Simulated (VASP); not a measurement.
## CdS: single point with r2SCAN

The system is CdS.

```
Cd S
1.0
     2.70602    2.70602    0.00000
    -2.70602    2.70602    0.00000
     0.00000    2.70602    2.70602
Cd S
1 1
Direct
  0.00000 0.00000 0.00000
  0.50000 0.50000 0.00000
```

```
Program             : VASP 6.6.1
Task                : single point
Functional          : r2SCAN
Potentials or basis : VASP PAW PBE potentials, release 64 (Cd, S)
Cutoff              : 520 eV
k mesh              : 8 × 8 × 8
Occupations         : gaussian, width 0.01 eV
Spin                : no spin polarisation
```

| Property | Result |
| --- | --- |
| Pressure | 2.5 GPa |
| Band gap on the k mesh | 0.73 eV (least direct gap 2.52 eV) |

Levels at points of the mesh, in eV from the valence-band top:
```csv
k point,band 7,band 8,band 9,band 10,band 11,band 12
"(0.00, 0.00, 0.00)",-0.82,-0.82,-0.82,1.70,9.73,9.73
"(0.50, 0.00, 0.00)",-5.03,0.00,0.00,4.04,6.44,6.44
"(0.50, 0.50, 0.00)",-4.52,-2.30,-2.30,0.73,6.38,10.95
```

Run time: 85 s on 1 thread of Intel(R) Xeon(R) Platinum 8259CL CPU @ 2.50GHz (Skylake/Cascade Lake) (shared host), peak memory 0.17 GiB.

Caveat: the PAW data sets were made with another functional, which shifts forces and pressure a little. A k mesh can miss the band edges.
